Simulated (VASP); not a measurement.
**WC: single point with PBEsol**

Crystal: WC.

```xyz
2
Lattice="2.9093 0.0000 0.0000 -1.4547 2.5196 0.0000 0.0000 0.0000 2.7853" Properties=species:S:1:pos:R:3 pbc="T T T"
W     0.0000    0.0000    0.0000
C     1.4547    0.8399    1.3927
```

This cell differs from its parent crystal: uniaxial strain along c: -1.5 %.

```json
{
  "Program": "VASP 6.6.1",
  "Task": "single point",
  "Functional": "PBEsol",
  "Potentials or basis": "VASP PAW PBE potentials, release 64 (W_sv, C)",
  "Cutoff": "520 eV",
  "k mesh": "24 × 24 × 18",
  "Occupations": "gaussian, width 0.1 eV",
  "Spin": "no spin polarisation"
}
```

```yaml
Pressure: 5.4 GPa
Band_gap_on_the_k_mesh: zero (bands 9 and 10 overlap by 1.40 eV)
```

Stress tensor (GPa, compression positive):
```
 0.54  0.00  0.00
 0.00  0.54  0.00
 0.00  0.00 15.27
```

Levels at points of the mesh, in eV from the Fermi level:
```
           k point  band 7  band 8  band 9  band 10  band 11  band 12
(0.00, 0.00, 0.00)   -3.55   -3.55    0.30     3.34     3.34     5.81
(0.50, 0.00, 0.00)   -3.68   -3.48   -0.58     2.46     4.50     4.79
(0.00, 0.00, 0.50)   -2.25   -2.25   -0.61    -0.61     4.10     4.46
(0.50, 0.00, 0.50)   -4.56   -4.17    0.35     4.42     5.56     6.80
```

Run time: 72 s on 1 thread of Intel(R) Xeon(R) Platinum 8488C (Sapphire Rapids), with other jobs on the host, peak memory 0.3 GiB.

Caveat: the cell differs from its parent crystal (uniaxial strain along c: -1.5 %); the cell stands under pressure; the PAW data sets were made with another functional, which shifts forces and pressure a little; spin-orbit coupling is left out, which moves the levels of the heavy elements.
